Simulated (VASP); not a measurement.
# Pb (Im-3m) in VASP: further runs

Pb is run at these levels: PBE, PBE0, PBEsol-based global hybrid, B3LYP; tasks: single point.

Program: VASP 6.6.1. These are calculated values, not measurements. Logs are shortened: lines on timing, memory, paths and dates and some standing lists are left out, and cuts for length are marked.

### Step 1. The cell of the first run

Symmetry: Im-3m, No. 229, cubic system. The conventional cell has a = 4.037 Å, b = 4.037 Å, c = 4.037 Å, α = 90.00°, β = 90.00°, γ = 90.00°. Within 4.6 Å of Pb (site symmetry m-3m) lie 14 Pb at 3.50 to 4.04 Å.

### Step 2. Single point, PBE

File INCAR:

```
SYSTEM = Pb
ALGO     = Normal         ! electronic algorithm
EDIFF    = 1E-6           ! SCF threshold, eV
ENCUT    = 500            ! plane-wave cutoff, eV
GGA      = PE             ! functional
GGA_COMPAT= .FALSE.      
ISIF     = 2              ! what is computed and relaxed
ISMEAR   = -1             ! smearing method
LASPH    = .TRUE.         ! aspherical terms in the spheres
LCHARG   = .FALSE.        ! write CHGCAR
LREAL    = .FALSE.        ! projectors in reciprocal space
LWAVE    = .FALSE.        ! write WAVECAR
NBANDS   = 13             ! bands
NELM     = 120            ! most SCF steps
PREC     = Accurate       ! precision mode
SIGMA    = 0.05           ! smearing width, eV
```

File KPOINTS:

```
k-points
0
G
  9 9 9
  0 0 0
```

File POSCAR:

```
Pb
1.0
   -2.0184862782      2.0184862782      2.0184862782
    2.0184862782     -2.0184862782      2.0184862782
    2.0184862782      2.0184862782     -2.0184862782
Pb
1
Direct
    0.0000000000      0.0000000000      0.0000000000
```

Potentials or basis: VASP PAW PBE potentials, release 64 (Pb_d).

Started as:

```sh
> cat potpaw_PBE.64/Pb_d/POTCAR > POTCAR
> mpirun -np 1 vasp_std > vasp.out
```

OUTCAR:

```text
SYSTEM = Pb
   EDIFF = 1E-6
   ENCUT = 500
   GGA = PE
   ISIF = 2
   ISMEAR = -1
   LASPH = .TRUE.
   LREAL = .FALSE.
   NELM = 120
   PREC = Accurate

 ion  position               nearest neighbor table
   1  0.000  0.000  0.000-

  LATTYP: Found a body centered cubic cell.
 ALAT       =     4.0369725564

  Lattice vectors:

 A1 = (  -2.0184862782,   2.0184862782,   2.0184862782)
 A2 = (   2.0184862782,  -2.0184862782,   2.0184862782)
 A3 = (   2.0184862782,   2.0184862782,  -2.0184862782)

Analysis of symmetry for initial positions (statically):
=====================================================================
 Subroutine PRICEL returns:
 Original cell was already a primitive cell.

 Routine SETGRP: Setting up the symmetry group for a
 body centered cubic supercell.

 Subroutine GETGRP returns: Found 48 space group operations
 (whereof 48 operations were pure point group operations)
 out of a pool of 48 trial point group operations.

The static configuration has the point symmetry O_h .

Analysis of symmetry for dynamics (positions and initial velocities):
=====================================================================
 Subroutine PRICEL returns:
 Original cell was already a primitive cell.

 Routine SETGRP: Setting up the symmetry group for a
 body centered cubic supercell.

 Subroutine GETGRP returns: Found 48 space group operations
 (whereof 48 operations were pure point group operations)
 out of a pool of 48 trial point group operations.

The dynamic configuration has the point symmetry O_h .

 Subroutine INISYM returns: Found 48 space group operations
 (whereof 48 operations are pure point group operations),
 and found     1 'primitive' translations

----------------------------------------------------------------------------------------

                                     Primitive cell

  volume of cell :      32.8956

  direct lattice vectors                    reciprocal lattice vectors
    -2.018486278  2.018486278  2.018486278     0.000000000  0.247710379  0.247710379
     2.018486278 -2.018486278  2.018486278     0.247710379  0.000000000  0.247710379
     2.018486278  2.018486278 -2.018486278     0.247710379  0.247710379  0.000000000

  length of vectors
     3.496120788  3.496120788  3.496120788     0.350315377  0.350315377  0.350315377

  position of ions in fractional coordinates (direct lattice)
     0.000000000  0.000000000  0.000000000

  ion indices of the primitive-cell ions
   primitive index   ion index
                 1           1

----------------------------------------------------------------------------------------

 KPOINTS: k-points

Automatic generation of k-mesh.
 Grid dimensions read from file:
 generate k-points for:    9    9    9

 Generating k-lattice:

  Cartesian coordinates                     Fractional coordinates (reciprocal lattice)
     0.000000000  0.027523375  0.027523375     0.111111111  0.000000000  0.000000000
     0.027523375  0.000000000  0.027523375     0.000000000  0.111111111  0.000000000
     0.027523375  0.027523375  0.000000000     0.000000000  0.000000000  0.111111111

  Length of vectors
     0.038923931  0.038923931  0.038923931

  Shift w.r.t. Gamma in fractional coordinates (k-lattice)
     0.000000000  0.000000000  0.000000000

 Subroutine IBZKPT returns following result:
 ===========================================

 Found     35 irreducible k-points:

 Following reciprocal coordinates:
            Coordinates               Weight
  0.000000  0.000000  0.000000      1.000000
  0.111111  0.000000  0.000000     12.000000
  0.222222  0.000000  0.000000     12.000000
  0.333333  0.000000  0.000000     12.000000
  0.444444  0.000000  0.000000     12.000000
  0.111111  0.111111  0.000000     24.000000
[... 16 lines left out ...]
 -0.333333  0.444444  0.111111     48.000000
 -0.444444 -0.444444  0.111111     24.000000
 [... further k-points ...]
   k-points           NKPTS =     35   k-points in BZ     NKDIM =     35   number of bands    NBANDS=     13
   number of dos      NEDOS =    301   number of ions     NIONS =      1
   total plane-waves  NPLWV =  21952
   dimension x,y,z NGX =    28 NGY =   28 NGZ =   28
   dimension x,y,z NGXF=    56 NGYF=   56 NGZF=   56
   ions per type =               1
   NGX,Y,Z   is equivalent  to a cutoff of  13.31, 13.31, 13.31 a.u.
   NGXF,Y,Z  is equivalent  to a cutoff of  26.63, 26.63, 26.63 a.u.
 SYSTEM =  Pb
   PREC   = accura    normal or accurate (medium, high low for compatibility)
   ISTART =      0    job   : 0-new  1-cont  2-samecut
   ICHARG =      2    charge: 1-file 2-atom 10-const
   ISPIN  =      1    spin polarized calculation?
   LNONCOLLINEAR =      F non collinear calculations
   LSORBIT =      F    spin-orbit coupling
   LASPH  =      T    aspherical Exc in radial PAW
   ENCUT  =  500.0 eV  36.75 Ry    6.06 a.u.   6.37  6.37  6.37*2*pi/ulx,y,z
   NELM   =    120;   NELMIN=  2; NELMDL= -5     # of ELM steps
[... 16 lines left out ...]
   EFERMI_NEDOS =   21; number of points for ismear=-14 and -15
   IALGO  =     38    algorithm
   IMIX   =      4    mixing-type and parameters
     AMIX     =   0.40;   BMIX     =  1.00
     AMIX_MAG =   1.60;   BMIX_MAG =  1.00
  volume/ion in A,a.u.               =      32.90       221.99
  Fermi-wavevector in a.u.,A,eV,Ry     =   1.231417  2.327040 20.631699  1.516387
  Thomas-Fermi vector in A             =   2.366227
   LORBIT       =      0    0 simple, 1 ext, 2 COOP (PROOUT), +10 PAW based schemes
   GGA     = PE    functional components
   LHFCALC =     F    Hartree Fock is set to
   AEXX    =    0.0000 exact exchange contribution
   IVDW    =     0    specifies the selected vdW correction
   LEPSILON=     F    determine dielectric tensor
   LRPA    =     F    only Hartree local field effects (RPA)
 non-spin polarized calculation
  energy-cutoff  :      500.00
  volume of cell :       32.90
 maximum number of plane-waves:       887
 NGX is ok and might be reduce to    28
   NGX = 13   NGY = 13   NGZ = 13

 number of electron      13.9999997 magnetization

 Free energy of the ion-electron system (eV)
  ---------------------------------------------------
  ext. energy  EPLUGINS =         0.00000000
  ---------------------------------------------------
  free energy    TOTEN  =        -3.50093842 eV

  energy without entropy =       -3.49194186  energy(sigma->0) =       -3.49644014

 E-fermi :   6.4268     XC(G=0):  -9.8060

 val. band max:        6.3748023196   @ k =   0.3333   0.2222   0.0000
 cond. band min:       6.4611230163   @ k =  -0.2222   0.3333   0.1111
 fundamental gap:      0.0863206966
 Fermi energy:         6.4268175654

 k-point     1 :       0.0000    0.0000    0.0000
  band No.  band energies     occupation
      1     -10.6784      2.00000
      2     -10.6784      2.00000
      3     -10.6784      2.00000
      4     -10.4883      2.00000
      5     -10.4883      2.00000
      6      -4.8328      2.00000
      7      13.3445      0.00000
      8      13.3445      0.00000
      9      13.3445      0.00000
     10      17.0633      0.00000
     11      17.3824      0.00000
     12      17.3824      0.00000
     13      17.3824      0.00000

 k-point     2 :       0.1111    0.0000    0.0000
  band No.  band energies     occupation
      1     -10.6859      2.00000
      2     -10.6685      2.00000
      3     -10.6438      2.00000
      4     -10.4965      2.00000
      5     -10.4890      2.00000
      6      -4.6028      2.00000
      7      11.2673      0.00000
      8      12.6523      0.00000
      9      13.0766      0.00000
     10      16.0149      0.00000
     11      16.7238      0.00000
     12      17.1856      0.00000
     13      18.4090      0.00000

 k-point     3 :       0.2222    0.0000    0.0000
  band No.  band energies     occupation
      1     -10.7051      2.00000
      2     -10.6519      2.00000
      3     -10.5549      2.00000
      4     -10.5116      2.00000
      5     -10.4911      2.00000
      6      -3.9195      2.00000
      7       8.0891      0.00000
      8      11.3744      0.00000
      9      12.4090      0.00000
     10      14.7281      0.00000
     11      15.8914      0.00000
     12      17.4830      0.00000
     13      19.3094      0.00000
[... 305 lines left out ...]
 k-point    23 :      -0.3333    0.4444    0.1111
  band No.  band energies     occupation
      1     -10.6685      2.00000
      2     -10.6210      2.00000
      3     -10.5421      2.00000
      4     -10.5169      2.00000
      5     -10.4210      2.00000
      6      -1.6998      2.00000
      7       4.4949      2.00000
      8       7.4317      0.00000
      9      10.7521      0.00000
     10      14.6478      0.00000
     11      15.6029      0.00000
     12      18.6612      0.00000
     13      18.8860      0.00000

 k-point    24 :      -0.4444   -0.4444    0.1111
  band No.  band energies     occupation
      1     -10.6731      2.00000
      2     -10.6276      2.00000
      3     -10.5514      2.00000
      4     -10.5020      2.00000
      5     -10.3926      2.00000
      6      -1.0099      2.00000
      7       3.4491      2.00000
      8       7.0674      0.00001
      9      10.6554      0.00000
     10      14.8618      0.00000
     11      16.2413      0.00000
     12      17.1116      0.00000
     13      18.7108      0.00000

 [... further k-points ...]
[... 5 lines left out ...]
  --------------------------------------------------------------------------------------
  -------------------------------------------------------------------------------------
  Total       -0.2743125     -0.2743125     -0.2743125      0.0000000      0.0000000     -0.0000000
  in kB      -13.3603813    -13.3603813    -13.3603813      0.0000000      0.0000000     -0.0000000
  external PRESSURE =     -13.3603813 kB  Pullay stress =       0.0000000 kB

 VOLUME and BASIS-vectors are now :
 -----------------------------------------------------------------------------
  energy-cutoff  :      500.00
  volume of cell :       32.90
      direct lattice vectors                 reciprocal lattice vectors
    -2.018486278  2.018486278  2.018486278     0.000000000  0.247710379  0.247710379
     2.018486278 -2.018486278  2.018486278     0.247710379  0.000000000  0.247710379
     2.018486278  2.018486278 -2.018486278     0.247710379  0.247710379  0.000000000

 POSITION                                       TOTAL-FORCE (eV/Angst)
 -----------------------------------------------------------------------------------
      0.00000      0.00000      0.00000         0.000000     -0.000000      0.000000
 -----------------------------------------------------------------------------------
    total drift:                               -0.000000     -0.000000     -0.000000

  FREE ENERGIE OF THE ION-ELECTRON SYSTEM (eV)
  ---------------------------------------------------
  free  energy   TOTEN  =        -3.5009384229 eV

  energy  without entropy=       -3.4919418580  energy(sigma->0) =       -3.49644014
```

Run time: 13 s. Hardware: 1 thread of Intel Xeon 6975P-C, shared host; peak memory 0.16 GiB.

What came out:

* Free energy: -3.5009 eV
* Pressure: -1.3 GPa
* Band gap on the k mesh: zero (band 7 reaches 13.34 eV, above the bottom of band 8 at 4.55 eV)

Caveat: spin-orbit coupling is left out, which moves the levels of the heavy elements.

### Step 3. Single point, PBE0

This run uses another cell than the first one, of 31.03 Å³/atom, 0.943 times its volume.

File POSCAR:

```
Pb
1.0
   -1.9796595667      1.9796595667      1.9796595667
    1.9796595667     -1.9796595667      1.9796595667
    1.9796595667      1.9796595667     -1.9796595667
Pb
1
Direct
    0.0000000000      0.0000000000      0.0000000000
```

File INCAR.step1:

```
SYSTEM = Pb
PREC = Accurate
ENCUT = 520
EDIFF = 1E-5
ISMEAR = -1
SIGMA = 0.05
LREAL = .FALSE.
LASPH = .TRUE.
NELM = 60
ALGO = Normal
ISIF = 2
LWAVE = .TRUE.
LCHARG = .FALSE.
GGA = PE
NBANDS = 13
```

File INCAR.step2:

```
SYSTEM = Pb
PREC = Accurate
ENCUT = 520
EDIFF = 1E-6
ISMEAR = -1
SIGMA = 0.05
LREAL = .FALSE.
LASPH = .TRUE.
NELM = 60
ALGO = Normal
ISIF = 2
LWAVE = .FALSE.
LCHARG = .FALSE.
GGA = PE
LHFCALC = .TRUE.
AEXX = 0.25
PRECFOCK = Normal
ISTART = 1
NBANDS = 13
```

File KPOINTS:

```
regular mesh
0
G
  5 5 5
  0 0 0
```

Potentials or basis: VASP PAW PBE potentials, release 64 (Pb_d).

Started as:

```sh
> cat potpaw_PBE.64/Pb_d/POTCAR > POTCAR
> cp INCAR.step1 INCAR
> mpirun -np 1 vasp_std > vasp.out
> cp INCAR.step2 INCAR
> mpirun -np 1 vasp_std > vasp.out
```

It took 11 min on 1 thread of AMD EPYC 7R13, shared host; peak memory 0.14 GiB.

It converged, with:

* Free energy: -4.4806 eV
* Pressure: 1.3 GPa
* Band gap on the k mesh: zero (band 7 reaches 15.60 eV, above the bottom of band 8 at 4.79 eV)

Levels at points of the mesh, in eV from the Fermi level:
```
           k point  band 4  band 5  band 6  band 7  band 8  band 9  band 10  band 11
(0.00, 0.00, 0.00)  -19.13  -19.13  -13.30    8.68    8.68    8.68    12.25    12.25
```

Caveat: the k points lie up to 0.45 Å⁻¹ apart; the PAW data sets were made with another functional, which shifts forces and pressure a little; spin-orbit coupling is left out, which moves the levels of the heavy elements.

### Step 4. Single point, PBEsol-based global hybrid

This run uses another cell than the first one, of 31.03 Å³/atom, 0.943 times its volume.

POSCAR is that of step 3.

File INCAR.step1:

```
SYSTEM = Pb
  PREC = Accurate
  ENCUT = 520
  EDIFF = 1E-5
  ISMEAR = -1
  SIGMA = 0.05
  LREAL = .False.
  LASPH = .True.
  NELM = 100
  ALGO = Normal
  ISIF = 2
  LWAVE = .True.
  LCHARG = .False.
  GGA = PE
  NBANDS = 13
```

File INCAR.step2:

```
SYSTEM = Pb
  PREC = Accurate
  ENCUT = 520
  EDIFF = 1E-6
  ISMEAR = -1
  SIGMA = 0.05
  LREAL = .False.
  LASPH = .True.
  NELM = 100
  ALGO = Normal
  ISIF = 2
  LWAVE = .False.
  LCHARG = .False.
  GGA = PS
  LHFCALC = .True.
  AEXX = 0.25
  PRECFOCK = Normal
  ISTART = 1
  NBANDS = 13
```

File KPOINTS:

```
Automatic mesh
0
Gamma
  5 5 5
  0 0 0
```

Started as:

```sh
> cat potpaw_PBE.64/Pb_d/POTCAR > POTCAR
> cp INCAR.step1 INCAR
> mpirun -np 1 vasp_std > vasp.out
> cp INCAR.step2 INCAR
> mpirun -np 1 vasp_std > vasp.out
```

Run time: 9.3 min. Hardware: 1 thread of AMD EPYC 7R13, shared host; peak memory 0.14 GiB.

The run converged. Its results:

```yaml
Free_energy: -4.7816 eV
Pressure: -0.6 GPa
Band_gap_on_the_k_mesh: zero (band 7 reaches 15.43 eV, above the bottom of band 8 at 4.64 eV)
```

Levels at points of the mesh, in eV from the Fermi level:
| k point | band 5 | band 6 | band 7 | band 8 | band 9 | band 10 |
| --- | --- | --- | --- | --- | --- | --- |
| (0.00, 0.00, 0.00) | -19.06 | -13.30 | 8.67 | 8.67 | 8.67 | 12.28 |

Caveat: the k points lie up to 0.45 Å⁻¹ apart; the PAW data sets were made with another functional, which shifts forces and pressure a little; spin-orbit coupling is left out, which moves the levels of the heavy elements.

### Step 5. Single point, PBEsol-based global hybrid

This run uses another cell than the first one, of 30.76 Å³/atom, 0.935 times its volume.

File POSCAR:

```
Pb
1.0
   -1.9739187993      1.9739187993      1.9739187993
    1.9739187993     -1.9739187993      1.9739187993
    1.9739187993      1.9739187993     -1.9739187993
Pb
1
Direct
    0.0000000000      0.0000000000      0.0000000000
```

File INCAR.step1:

```
PREC = Accurate ; ENCUT = 520
EDIFF = 1E-5 ; ISMEAR = -1
SIGMA = 0.05 ; LREAL = F
LASPH = T ; NELM = 100
ALGO = Normal ; ISIF = 2
LWAVE = T ; GGA = PE
NBANDS = 13
```

File INCAR.step2:

```
PREC = Accurate ; ENCUT = 520
EDIFF = 1E-6 ; ISMEAR = -1
SIGMA = 0.05 ; LREAL = F
LASPH = T ; NELM = 100
ALGO = Normal ; ISIF = 2
LWAVE = F ; LCHARG = T
GGA = PS ; LHFCALC = T
AEXX = 0.25 ; PRECFOCK = Normal
LELF = T ; LVHAR = T
ISTART = 1 ; NBANDS = 13
```

File KPOINTS:

```
regular mesh
0
Gamma
  5 5 5
```

Started as:

```sh
> cat potpaw_PBE.64/Pb_d/POTCAR > POTCAR
> cp INCAR.step1 INCAR
> mpirun -np 1 vasp_std > vasp.out
> cp INCAR.step2 INCAR
> mpirun -np 1 vasp_std > vasp.out
```

Run time: 8.2 min. Hardware: 1 thread of AMD EPYC 7R13, shared host; peak memory 0.14 GiB.

It converged, with:

```
Free energy            : -4.7820 eV
Pressure               : -0.2 GPa
Band gap on the k mesh : zero (band 7 reaches 15.61 eV, above the bottom of band 8 at 4.71 eV)
```

Levels at points of the mesh, in eV from the Fermi level:
```
           k point  band 4  band 5  band 6  band 7  band 8  band 9  band 10  band 11
(0.00, 0.00, 0.00)  -19.06  -19.06  -13.36    8.75    8.75    8.75    12.30    12.30
```

Caveat: the k points lie up to 0.45 Å⁻¹ apart; the PAW data sets were made with another functional, which shifts forces and pressure a little; spin-orbit coupling is left out, which moves the levels of the heavy elements.

### Step 6. Single point, B3LYP

This run uses another cell than the first one, of 31.03 Å³/atom, 0.943 times its volume.

File POSCAR:

```
Pb
1.0
   -1.9796595667      1.9796595667      1.9796595667
    1.9796595667     -1.9796595667      1.9796595667
    1.9796595667      1.9796595667     -1.9796595667
Pb
1
Direct
    0.0000000000      0.0000000000      0.0000000000
```

File INCAR.step1:

```
SYSTEM = Pb
  ALGO = Normal
  EDIFF = 1E-5
  ENCUT = 520
  GGA = PE
  ISIF = 2
  ISMEAR = -1
  LASPH = .TRUE.
  LREAL = .FALSE.
  LWAVE = .TRUE.
  NBANDS = 13
  NELM = 80
  PREC = Accurate
  SIGMA = 0.05
```

File INCAR.step2:

```
SYSTEM = Pb
  AEXX = 0.2
  AGGAC = 0.81
  AGGAX = 0.72
  ALDAC = 0.19
  ALGO = Normal
  EDIFF = 1E-6
  ENCUT = 520
  GGA = B3
  ISIF = 2
  ISMEAR = -1
  ISTART = 1
  LASPH = .TRUE.
  LCHARG = .TRUE.
  LELF = .TRUE.
  LHFCALC = .TRUE.
  LREAL = .FALSE.
  LVHAR = .TRUE.
  LWAVE = .FALSE.
  NBANDS = 13
  NELM = 80
  PREC = Accurate
  PRECFOCK = Normal
  SIGMA = 0.05
```

File KPOINTS:

```
k-points
0
G
  5 5 5
  0 0 0
```

Potentials or basis: VASP PAW PBE potentials, release 64 (Pb_d).

Started as:

```sh
> cat potpaw_PBE.64/Pb_d/POTCAR > POTCAR
> cp INCAR.step1 INCAR
> mpirun -np 1 vasp_std > vasp.out
> cp INCAR.step2 INCAR
> mpirun -np 1 vasp_std > vasp.out
```

Wall time 10 min (1 thread of AMD EPYC 7R13, shared host); peak memory 0.14 GiB.

Results (log left out):

```
Free energy            : -3.6333 eV
Pressure               : 4.5 GPa
Band gap on the k mesh : zero (band 7 reaches 15.44 eV, above the bottom of band 8 at 5.26 eV)
```

Levels at points of the mesh, in eV from the Fermi level:
| k point | band 3 | band 4 | band 5 | band 6 | band 7 | band 8 | band 9 | band 10 | band 11 | band 12 |
| --- | --- | --- | --- | --- | --- | --- | --- | --- | --- | --- |
| (0.00, 0.00, 0.00) | -18.94 | -18.70 | -18.70 | -13.01 | 8.20 | 8.20 | 8.20 | 12.26 | 12.26 | 12.26 |

Caveat: the k points lie up to 0.45 Å⁻¹ apart; the PAW data sets were made with another functional, which shifts forces and pressure a little; spin-orbit coupling is left out, which moves the levels of the heavy elements.

### Step 7. Overview

| level | cell | k mesh | cutoff (eV) | grid for exact exchange (PRECFOCK) | share of exact exchange | gap on the mesh (eV) | pressure (GPa) |
| --- | --- | --- | --- | --- | --- | --- | --- |
| PBE | a = 3.496 Å, angles 109.5°, 1 atom | 9 × 9 × 9 | 500 | - | - | none | -1.3 |
| PBE0 | a = 3.429 Å, angles 109.5°, 1 atom | 5 × 5 × 5 | 520 | Normal | - | none | 1.3 |
| PBEsol-based global hybrid | a = 3.429 Å, angles 109.5°, 1 atom | 5 × 5 × 5 | 520 | Normal | 0.25 | none | -0.6 |
| PBEsol-based global hybrid | a = 3.419 Å, angles 109.5°, 1 atom | 5 × 5 × 5 | 520 | Normal | 0.25 | none | -0.2 |
| B3LYP | a = 3.429 Å, angles 109.5°, 1 atom | 5 × 5 × 5 | 520 | Normal | - | none | 4.5 |

Alike in all rows: task single point; potentials or basis VASP PAW PBE potentials, release 64 (Pb_d); no spin polarisation; smearing fermi-dirac 0.05 eV.

Caveats: some runs use coarse meshes; spin-orbit coupling is left out, which moves the levels of the heavy elements; the PAW data sets were made with another functional, which shifts forces and pressure a little (some runs).

Absolute energies hang on the potentials; compare differences alone.
